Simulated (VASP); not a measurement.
Set up this calculation in VASP 6.6.1, as the native input.

```
Task                   : single point
Functional             : r2SCAN
Potentials or basis    : VASP PAW PBE potentials, release 64 (K_sv, F)
Cutoff                 : 520 eV
k mesh                 : 8 × 8 × 8
Occupations            : gaussian, width 0.01 eV
Spin                   : no spin polarisation
Dipole correction      : no
Further INCAR settings : ALGO = Normal; EDIFF = 1e-06; NBANDS = 15
```

The system is KF.

```
CELL_PARAMETERS angstrom
3.17887 0.00000 0.00000
0.00000 3.17887 0.00000
0.00000 0.00000 3.11434
ATOMIC_POSITIONS crystal
K 0.00000 0.00000 0.00000
F 0.50000 0.50000 0.50000
```

This cell differs from its parent crystal: uniaxial z strain -2.0%.

One way to write it, as run:

POSCAR

```
KF
1.0
    3.1788706815      0.0000000000      0.0000000000
    0.0000000000      3.1788706815      0.0000000000
    0.0000000000      0.0000000000      3.1143396067
K F
1 1
Direct
    0.0000000000      0.0000000000      0.0000000000
    0.5000000000      0.5000000000      0.5000000000
```

INCAR.step1

```
  PREC = Accurate
  ENCUT = 520
  ISMEAR = 0
  SIGMA = 0.01
  LREAL = False
  LASPH = True
  NELM = 80
  NBANDS = 15
  GGA = PE
  ALGO = Normal
  EDIFF = 1E-4
  LWAVE = True
  LCHARG = False
```

INCAR.step2

```
  PREC = Accurate
  ENCUT = 520
  EDIFF = 1E-6
  ISMEAR = 0
  SIGMA = 0.01
  LREAL = False
  LASPH = True
  NELM = 80
  ALGO = Normal
  ISIF = 2
  LWAVE = False
  LCHARG = False
  METAGGA = R2SCAN
  LMIXTAU = True
  NBANDS = 15
  ISTART = 1
```

KPOINTS

```
Automatic mesh
0
Gamma
  8 8 8
```

Potentials or basis: VASP PAW PBE potentials, release 64 (K_sv, F).

Launch:

```bash
$ cat potpaw_PBE.64/K_sv/POTCAR potpaw_PBE.64/F/POTCAR > POTCAR
$ cp INCAR.step1 INCAR
$ mpirun -np 1 vasp_std > vasp.out
$ cp INCAR.step2 INCAR
$ mpirun -np 1 vasp_std > vasp.out
```

Results of the run:

* Pressure: 0.9 GPa
* Band gap on the k mesh: 7.84 eV, indirect (least direct gap 7.87 eV)

Caveat: the cell differs from its parent crystal (uniaxial z strain -2.0%); the PAW data sets were made with another functional, which shifts forces and pressure a little.

Wall time 100 s on 1 thread of AMD EPYC 7R13 Processor (Zen 3), with other jobs on the host, peak memory 0.14 GiB.
